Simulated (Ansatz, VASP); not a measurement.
# NaI in VASP and in Ansatz

Contents of INCAR:

```
PREC = Accurate
ENCUT = 520
EDIFF = 1E-8
ISMEAR = -1
SIGMA = 0.02
LREAL = False
LASPH = True
NELM = 100
ALGO = Normal
ISIF = 2
LWAVE = False
LCHARG = False
GGA = CA
LEFG = True
NBANDS = 14
```

The input KPOINTS:

```
Automatic mesh
0
Gamma
  8 8 8
```

Contents of POSCAR:

```
NaI
1.0
    0.0000000000      3.2789890945      3.2789890945
    3.2789890945      0.0000000000      3.2789890945
    3.2789890945      3.2789890945      0.0000000000
Na I
1 1
Direct
    0.0000000000      0.0000000000      0.0000000000
    0.5000000000      0.5000000000      0.5000000000
```

Input for Ansatz:

```yaml
crystal:
  lattice:
    - [0.0, 3.2789890945, 3.2789890945]
    - [3.2789890945, 0.0, 3.2789890945]
    - [3.2789890945, 3.2789890945, 0.0]
  atoms:
    - { symbol: Na, position: [0.0, 0.0, 0.0] }
    - { symbol: I, position: [0.5, 0.5, 0.5] }
kpoints:
  mp_grid: { grid: [8, 8, 8] }
scf:
  occupations: { method: fermi_dirac, width: 0.02 }
hamiltonian:
  xc: lda
  pseudopotentials: { kind: all_electron, datasets: crystal }
output:
  forces: true
  stress: true
  eigenvalues: true
  efg: { contact_densities: true }
```

Change from the starting cell: volume scaled by 1.04, crystal datasets.

Alike in both runs: task electric field gradients; functional LDA; k mesh 8 × 8 × 8; occupations fermi-dirac, width 0.02 eV; no spin polarisation.

```csv
,VASP,Ansatz
version,VASP 6.6.1,Ansatz 0.2.0
potentials or method,"VASP PAW LDA potentials, release 64 (Na_pv, I), cutoff 520 eV","all-electron PAW with datasets made for the crystal, scalar-relativistic"
```

```tsv
	VASP	Ansatz	Ansatz less VASP
gap on the k mesh at the Fermi level (eV)	3.25	3.23	-0.012
pressure (GPa)	-2.1	-2.1	-0.01
```

LDA's correlation is that of Perdew and Zunger in VASP and of Perdew and Wang (1992) in Ansatz. Ansatz ran all-electron here, and VASP with PAW potentials.

Neither program's run includes spin-orbit coupling.
